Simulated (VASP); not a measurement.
**Sr: single point with PBEsol**

The system is Sr.

```
Sr
1.0
     4.19454    0.00000    0.00000
    -2.09727    3.63258    0.00000
     0.13757    0.00000    6.87853
Sr
2
Cartesian
  0.0344 2.4217 1.7196
  2.2004 1.2109 5.1589
```

This cell differs from its parent crystal: shear of c along a, cell held: +2.0 %, then relaxed in part.

```
Program             : VASP 6.6.1
Task                : single point
Functional          : PBEsol
Potentials or basis : VASP PAW PBE potentials, release 64 (Sr_sv)
Cutoff              : 520 eV
k mesh              : 12 × 12 × 8
Occupations         : gaussian, width 0.1 eV
Spin                : no spin polarisation
```

* Pressure: 0.0 GPa
* Band gap on the k mesh: zero (bands 10 and 11 overlap by 0.23 eV)

Stress tensor (GPa, compression positive):
```
 0.01  0.00 -0.13
 0.00  0.01  0.00
-0.13  0.00 -0.01
```

Levels at points of the mesh, in eV from the Fermi level:
| k point | band 8 | band 9 | band 10 | band 11 | band 12 | band 13 |
| --- | --- | --- | --- | --- | --- | --- |
| (0.00, 0.00, 0.00) | -18.35 | -3.76 | -1.21 | 0.10 | 2.30 | 2.33 |
| (0.50, 0.00, 0.00) | -18.39 | -1.15 | -0.54 | 0.01 | 0.21 | 1.32 |
| (0.00, 0.50, 0.00) | -18.39 | -1.15 | -0.54 | 0.01 | 0.21 | 1.33 |
| (0.00, 0.00, 0.50) | -18.37 | -2.78 | -2.78 | 1.25 | 1.25 | 2.31 |
| (0.50, 0.00, 0.50) | -18.41 | -0.89 | -0.84 | 0.24 | 0.32 | 1.28 |
| (0.00, 0.50, 0.50) | -18.41 | -0.87 | -0.87 | 0.28 | 0.28 | 1.32 |

Run time: 5.3 min on 1 thread of Intel(R) Xeon(R) Platinum 8488C (Sapphire Rapids), with other jobs on the host, peak memory 0.58 GiB.

Caveat: the cell differs from its parent crystal (shear of c along a, cell held: +2.0 %, then relaxed in part); the PAW data sets were made with another functional, which shifts forces and pressure a little.
